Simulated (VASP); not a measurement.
A run of VASP 6.6.1:

POSCAR

```
SrMgB5
1.0
    4.2523272697      0.0000000000      0.0000000000
    0.0000000000      4.2523272697      0.0000000000
    0.0000000000      0.0000000000      5.9493272007
Sr Mg B
1 1 5
Direct
    0.0000000000      0.0000000000      0.0000000000
    0.0000000000      0.0000000000      0.5000000000
    0.0000000000      0.5000000000      0.3619941831
    0.5000000000      0.0000000000      0.3619941831
    0.0000000000      0.5000000000      0.6380058169
    0.5000000000      0.0000000000      0.6380058169
    0.5000000000      0.5000000000      0.0000000000
```

INCAR.step1

```
SYSTEM = SrMgB5
ALGO     = Normal         ! electronic algorithm
EDIFF    = 1E-7           ! SCF threshold, eV
ENCUT    = 520            ! plane-wave cutoff, eV
GGA      = PE             ! functional
ISIF     = 2              ! what is computed and relaxed
ISMEAR   = 0              ! smearing method
LASPH    = .TRUE.         ! aspherical terms in the spheres
LCHARG   = .TRUE.         ! write CHGCAR
LREAL    = .FALSE.        ! projectors in reciprocal space
LWAVE    = .FALSE.        ! write WAVECAR
NBANDS   = 22             ! bands
NELM     = 100            ! most SCF steps
PREC     = Accurate       ! precision mode
SIGMA    = 0.1            ! smearing width, eV
```

File KPOINTS.step1:

```
k-points
0
G
  10 10 6
  0 0 0
```

The input INCAR.step2:

```
SYSTEM = SrMgB5
ALGO     = Normal         ! electronic algorithm
EDIFF    = 1E-7           ! SCF threshold, eV
ENCUT    = 520            ! plane-wave cutoff, eV
GGA      = PE             ! functional
ICHARG   = 11             ! starting density
ISIF     = 2              ! what is computed and relaxed
ISMEAR   = -5             ! smearing method
LASPH    = .TRUE.         ! aspherical terms in the spheres
LCHARG   = .FALSE.        ! write CHGCAR
LORBIT   = 11             ! projections on sites
LREAL    = .FALSE.        ! projectors in reciprocal space
LWAVE    = .FALSE.        ! write WAVECAR
NBANDS   = 22             ! bands
NEDOS    = 2001           ! points of the DOS
NELM     = 100            ! most SCF steps
PREC     = Accurate       ! precision mode
SIGMA    = 0.1            ! smearing width, eV
```

The input KPOINTS.step2:

```
k-points
0
G
  15 15 9
  0 0 0
```

Potentials or basis: VASP PAW PBE potentials, release 64 (Sr_sv, Mg, B).

The run is started by

```sh
$ cat potpaw_PBE.64/Sr_sv/POTCAR potpaw_PBE.64/Mg/POTCAR potpaw_PBE.64/B/POTCAR > POTCAR
$ cp INCAR.step1 INCAR
$ cp KPOINTS.step1 KPOINTS
$ mpirun -np 1 vasp_std > vasp.out
$ cp INCAR.step2 INCAR
$ cp KPOINTS.step2 KPOINTS
$ mpirun -np 1 vasp_std > vasp.out
```

Hardware: 1 thread of Intel(R) Xeon(R) Platinum 8259CL CPU @ 2.50GHz (Skylake/Cascade Lake) (shared host).

Task: How long does it take, and how much memory?

Result: Wall time 5.2 min on 1 thread of Intel(R) Xeon(R) Platinum 8259CL CPU @ 2.50GHz (Skylake/Cascade Lake), with other jobs on the host, peak memory 0.53 GiB. Counts: k points 180.
